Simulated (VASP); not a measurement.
**Ir: single point with PBE**

Ir:

```
Ir
1.0
     2.87600    0.00000    0.00000
    -1.43800    2.49069    0.00000
     0.00000    0.00000    4.45296
Ir
2
Direct
  0.66667 0.33333 0.75000
  0.33333 0.66667 0.25000
```

| Quantity | Value |
| --- | --- |
| Program | VASP 6.6.1 |
| Task | single point |
| Functional | PBE |
| Potentials or basis | VASP PAW PBE potentials, release 64 (Ir) |
| Cutoff | 520 eV |
| k mesh | 18 × 18 × 10 |
| Occupations | gaussian, width 0.15 eV |
| Spin | no spin polarisation |
| Dipole correction | no |
| Further INCAR settings | ALGO = Normal; EDIFF = 1e-06; NBANDS = 16 |

```json
{
  "Pressure": "-23.6 GPa",
  "Band gap on the k mesh": "zero (band 9 reaches 9.28 eV, above the bottom of band 10 at 6.61 eV)"
}
```

Stress tensor (GPa, compression positive):
```
-26.78   0.00   0.00
  0.00 -26.78   0.00
  0.00   0.00 -17.11
```

Levels at points of the mesh, in eV from the Fermi level:
| k point | band 5 | band 6 | band 7 | band 8 | band 9 | band 10 | band 11 | band 12 | band 13 | band 14 |
| --- | --- | --- | --- | --- | --- | --- | --- | --- | --- | --- |
| (0.00, 0.00, 0.00) | -2.93 | -2.61 | -2.61 | -2.35 | -2.35 | -0.08 | 0.18 | 0.18 | 6.60 | 14.10 |
| (0.50, 0.00, 0.00) | -3.10 | -2.80 | -2.28 | 0.27 | 0.70 | 0.91 | 2.36 | 3.56 | 7.79 | 9.81 |
| (0.00, 0.00, 0.50) | -3.46 | -3.46 | -3.46 | -3.46 | -0.42 | -0.42 | -0.42 | -0.42 | 13.60 | 13.60 |
| (0.50, 0.00, 0.50) | -1.97 | -1.97 | -0.79 | -0.79 | 0.54 | 0.54 | 1.78 | 1.78 | 6.51 | 6.51 |

It took 32 s on 1 thread of Intel(R) Xeon(R) 6975P-C (Granite Rapids), on a shared host, peak memory 0.23 GiB.

Caveat: spin-orbit coupling is left out, which moves the levels of the heavy elements.
